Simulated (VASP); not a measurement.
Ru: single point with PBE

Crystal: Ru.

```
Ru
1.0
     2.81263    0.00000    0.00000
    -1.40631    2.43581    0.00000
     0.00000    0.00000    4.42034
Ru
2
Cartesian
  0.0000 1.6239 1.1051
  1.4063 0.8119 3.3153
```

```yaml
Program: VASP 6.6.1
Task: single point
Functional: PBE
Potentials_or_basis: VASP PAW PBE potentials, release 64 (Ru_pv)
Cutoff: 520 eV
k_mesh: 18 × 18 × 10
Occupations: gaussian, width 0.1 eV
Spin: no spin polarisation
Dipole_correction: no
Further_INCAR_settings: ALGO = Fast; EDIFF = 1e-06; NBANDS = 21
```

```json
{"Pressure": "-23.6 GPa", "Band gap on the k mesh": "zero (bands 14 and 15 overlap by 2.67 eV)"}
```

Levels at points of the mesh, in eV from the Fermi level:
```tsv
k point	band 12	band 13	band 14	band 15	band 16	band 17
(0.00, 0.00, 0.00)	-1.61	-1.61	-1.22	-1.22	1.00	1.00
(0.50, 0.00, 0.00)	-1.61	-1.28	1.15	1.51	1.61	3.51
(0.00, 0.00, 0.50)	-2.36	-2.33	-2.33	0.45	0.45	0.45
(0.50, 0.00, 0.50)	-0.91	0.39	0.39	1.37	1.37	3.02
```

It took 58 s on 1 thread of Intel(R) Xeon(R) 6975P-C (Granite Rapids), on a shared host, peak memory 0.23 GiB.

Caveat: the cell stands under tension.
